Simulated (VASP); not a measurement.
# BeHF3 (Pm-3m) in VASP: further runs, part 2 of 2

VASP 6.6.1. The steps go on from the part before.

## (3) Single point, PBE

This run uses another cell than the first one, of 10.71 Å³/atom.

File INCAR:

```
PREC = Accurate
ENCUT = 520
EDIFF = 1E-6
ISMEAR = 0
SIGMA = 0.1
LREAL = False
LASPH = True
NELM = 60
ALGO = Normal
ISIF = 2
LWAVE = False
LCHARG = True
GGA = PE
LELF = True
LVHAR = True
NBANDS = 20
```

File KPOINTS:

```
Automatic mesh
0
Gamma
  4 4 4
```

File POSCAR:

```
BeHF3
1.0
    3.7688200700      0.0000000000      0.0000000000
    0.0000000000      3.7688200700      0.0000000000
    0.0000000000      0.0000000000      3.7688200700
Be H F
1 1 3
Direct
    0.5000000000      0.5000000000      0.5000000000
    0.0000000000      0.0000000000      0.0000000000
    0.0000000000      0.5000000000      0.5000000000
    0.5000000000      0.0000000000      0.5000000000
    0.5000000000      0.5000000000      0.0000000000
```

Potentials or basis: VASP PAW PBE potentials, release 64 (Be, H, F).

Command:

```bash
$ cat potpaw_PBE.64/Be/POTCAR potpaw_PBE.64/H/POTCAR potpaw_PBE.64/F/POTCAR > POTCAR
$ mpirun -np 1 vasp_std > vasp.out
```

OUTCAR:

```text
PREC = Accurate
   ENCUT = 520
   EDIFF = 1E-6
   ISMEAR = 0
   LREAL = False
   LASPH = True
   NELM = 60
   ISIF = 2
   GGA = PE

 ion  position               nearest neighbor table
   1  0.500  0.500  0.500-   3 1.88   4 1.88   5 1.88   5 1.88   4 1.88   3 1.88
   2  0.000  0.000  0.000-
   3  0.000  0.500  0.500-   1 1.88   1 1.88
   4  0.500  0.000  0.500-   1 1.88   1 1.88
   5  0.500  0.500  0.000-   1 1.88   1 1.88

  LATTYP: Found a simple cubic cell.
[... 413 lines left out ...]
  Direction    XX          YY          ZZ          XY          YZ          ZX
  --------------------------------------------------------------------------------------
  -------------------------------------------------------------------------------------
  Total       -5.6065264     -5.6065264     -5.6065264      0.0000000      0.0000000      0.0000000
  in kB     -167.7985646   -167.7985646   -167.7985646      0.0000000      0.0000000      0.0000000
  external PRESSURE =    -167.7985646 kB  Pullay stress =       0.0000000 kB

 VOLUME and BASIS-vectors are now :
 -----------------------------------------------------------------------------
  energy-cutoff  :      520.00
  volume of cell :       53.53
      direct lattice vectors                 reciprocal lattice vectors
     3.768820070  0.000000000  0.000000000     0.265335034  0.000000000  0.000000000
     0.000000000  3.768820070  0.000000000     0.000000000  0.265335034  0.000000000
     0.000000000  0.000000000  3.768820070     0.000000000  0.000000000  0.265335034

 POSITION                                       TOTAL-FORCE (eV/Angst)
 -----------------------------------------------------------------------------------
      1.88441      1.88441      1.88441         0.000000      0.000000      0.000000
      0.00000      0.00000      0.00000         0.000000      0.000000      0.000000
      0.00000      1.88441      1.88441         0.000000      0.000000      0.000000
      1.88441      0.00000      1.88441         0.000000      0.000000      0.000000
      1.88441      1.88441      0.00000         0.000000      0.000000      0.000000
 -----------------------------------------------------------------------------------
    total drift:                                0.000000      0.000000      0.000000

  FREE ENERGIE OF THE ION-ELECTRON SYSTEM (eV)
  ---------------------------------------------------
  free  energy   TOTEN  =       -18.9406938235 eV

  energy  without entropy=      -18.9344776853  energy(sigma->0) =      -18.93758575
```

stdout:

```text
POSCAR found type information on POSCAR BeH F
 POSCAR found :  3 types and       5 ions
 scaLAPACK will be used
 LDA part: xc-table for (Slater+PW92), standard interpolation
 POSCAR, INCAR and KPOINTS ok, starting setup
 FFT: planning ... GRIDC
 FFT: planning ... GRID_SOFT
 FFT: planning ... GRID
 WAVECAR not read
 entering main loop
```

Wall time 14 s (1 thread of Intel Xeon 8259CL, shared host); peak memory 0.15 GiB.

What came out:

| Quantity | Value |
| --- | --- |
| Free energy | -18.9407 eV |
| Pressure | -16.8 GPa |
| Band gap on the k mesh | zero (bands 12 and 13 overlap by 0.34 eV) |

Levels at points of the mesh, in eV from the Fermi level:
| k point | band 10 | band 11 | band 12 | band 13 | band 14 | band 15 |
| --- | --- | --- | --- | --- | --- | --- |
| (0.00, 0.00, 0.00) | -0.65 | -0.65 | -0.65 | -0.42 | 8.34 | 14.80 |
| (0.50, 0.00, 0.00) | -0.97 | -0.68 | -0.68 | 1.02 | 9.44 | 12.16 |
| (0.50, 0.50, 0.00) | -1.16 | -1.16 | -0.09 | 0.90 | 10.77 | 10.77 |
| (0.50, 0.50, 0.50) | -0.08 | -0.08 | -0.08 | 0.01 | 10.77 | 10.77 |

Caveat: the k points lie up to 0.42 Å⁻¹ apart.

## (4) Relaxation of cell and atoms, PBE

This run uses another cell than the first one, of 10.71 Å³/atom.

File INCAR:

```
SYSTEM = BeHF3
PREC = Accurate
ENCUT = 600
EDIFF = 1E-6
ISMEAR = 0
SIGMA = 0.1
LREAL = .FALSE.
LASPH = .TRUE.
NELM = 60
ALGO = Normal
ISIF = 3
LWAVE = .FALSE.
LCHARG = .FALSE.
GGA = PE
IBRION = 2
NSW = 90
EDIFFG = -0.04
```

File KPOINTS:

```
Automatic mesh
0
G
  4 4 4
  0 0 0
```

POSCAR is that of step 3.

Command:

```bash
$ cat potpaw_PBE.64/Be/POTCAR potpaw_PBE.64/H/POTCAR potpaw_PBE.64/F/POTCAR > POTCAR
$ mpirun -np 1 vasp_std > vasp.out
```

Run time: 53 s. Hardware: 1 thread of Intel Xeon 8259CL, shared host; peak memory 0.17 GiB.

The run converged. Its results:

- Free energy: -19.7950 eV
- Relaxed volume: 8.16 Å³/atom
- Relaxed cell: a = 3.442 Å, b = 3.442 Å, c = 3.442 Å, α = 90.00°, β = 90.00°, γ = 90.00°
- Space group after relaxing (to 0.1 Å): Pm-3m (No. 221)
- Energy gained by relaxing: 169.9 meV/atom
- Ionic steps: 4
- Pressure after relaxing: 0.3 GPa
- Band gap on the k mesh: zero (bands 12 and 13 overlap by 0.41 eV)

Step by step:
```
step  energy change (eV)  largest force (eV/Å)  pressure (GPa)  volume (Å³)
   1              0.0000                0.0000          -16.92        53.53
   2             -0.7130                0.0000           -9.17        45.24
   3             -0.8470                0.0000           -1.52        41.45
   4             -0.8497                0.0000            0.26        40.79
```

Final structure:
```yaml
crystal:
  lattice:
    - [3.44236, 0.00000, 0.00000]
    - [0.00000, 3.44236, 0.00000]
    - [0.00000, 0.00000, 3.44236]
  atoms:
    - { symbol: Be, position: [0.50000, 0.50000, 0.50000] }
    - { symbol: H, position: [0.00000, 0.00000, 0.00000] }
    - { symbol: F, position: [0.00000, 0.50000, 0.50000] }
    - { symbol: F, position: [0.50000, 0.00000, 0.50000] }
    - { symbol: F, position: [0.50000, 0.50000, 0.00000] }
```

Levels at points of the mesh, in eV from the Fermi level:
| k point | band 8 | band 9 | band 10 | band 11 | band 12 | band 13 | band 14 | band 15 | band 16 |
| --- | --- | --- | --- | --- | --- | --- | --- | --- | --- |
| (0.00, 0.00, 0.00) | -1.13 | -1.13 | -0.84 | -0.84 | -0.84 | -0.47 | 11.68 | 17.53 | 17.53 |
| (0.50, 0.00, 0.00) | -1.80 | -1.80 | -1.46 | -0.92 | -0.92 | 1.50 | 11.53 | 15.06 | 15.60 |
| (0.50, 0.50, 0.00) | -2.12 | -1.72 | -1.72 | -1.42 | -0.08 | 1.32 | 12.83 | 12.83 | 15.89 |
| (0.50, 0.50, 0.50) | -1.40 | -1.40 | -0.07 | -0.07 | -0.07 | -0.05 | 12.82 | 12.82 | 12.82 |

Caveat: the k points lie up to 0.46 Å⁻¹ apart in the final cell; the volume moved by over 15 % at a fixed basis, so the end points are rough.

## (5) The runs side by side

| task | cell | cutoff (eV) | gap on the mesh (eV) | pressure (GPa) |
| --- | --- | --- | --- | --- |
| single point | a = 3.449 Å, 5 atoms | 520 | none | -0.2 |
| single point | a = 3.769 Å, 5 atoms | 520 | none | -16.8 |
| relaxation of cell and atoms | relaxed from a = 3.769 Å, 5 atoms | 600 | none | 0.3 |

Alike in all rows: level PBE; potentials or basis VASP PAW PBE potentials, release 64 (Be, H, F); no spin polarisation; k mesh 4 × 4 × 4; smearing gaussian 0.1 eV.

Caveats: all runs use coarse meshes; the volume moved by over 15 % at a fixed basis, so the end points are rough (at least some runs).

Total energies depend on the potentials used, so only differences within one code and one set of settings carry meaning.
